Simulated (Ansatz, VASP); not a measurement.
Two plane-wave programs on Hg

```xyz
1
Lattice="3.1720 0.0000 0.0000 0.0000 3.1720 0.0000 0.0000 0.0000 3.1720" Properties=species:S:1:pos:R:3 pbc="T T T"
Hg    0.0000    0.0000    0.0000
```

Alike in both runs: task relaxation of cell and atoms; functional PBE; k mesh 13 × 13 × 13; occupations fermi-dirac, width 0.05 eV; no spin polarisation.

|  | VASP | Ansatz |
| --- | --- | --- |
| version | VASP 6.6.1 | Ansatz 0.2.0 |
| potentials or method | VASP PAW PBE potentials, release 64 (Hg) | PAW with Ansatz's default frozen-core files, scalar-relativistic |
| plane-wave cutoff (eV) | 600 | 420 |
| valence electrons in the cell | 12 | 20 |

|  | VASP | Ansatz | Ansatz less VASP |
| --- | --- | --- | --- |
| relaxed volume (Å³/atom) | 30.61 | 30.11 | -0.493 |
| relaxed length of the cell vector where the two differ most in proportion (Å) | 3.128 | 3.111 | -0.0169 |

VASP's potentials hold 12 valence electrons a cell and Ansatz's 20, so a difference there can come from the potentials and not from the codes.

Neither program's run includes spin-orbit coupling.
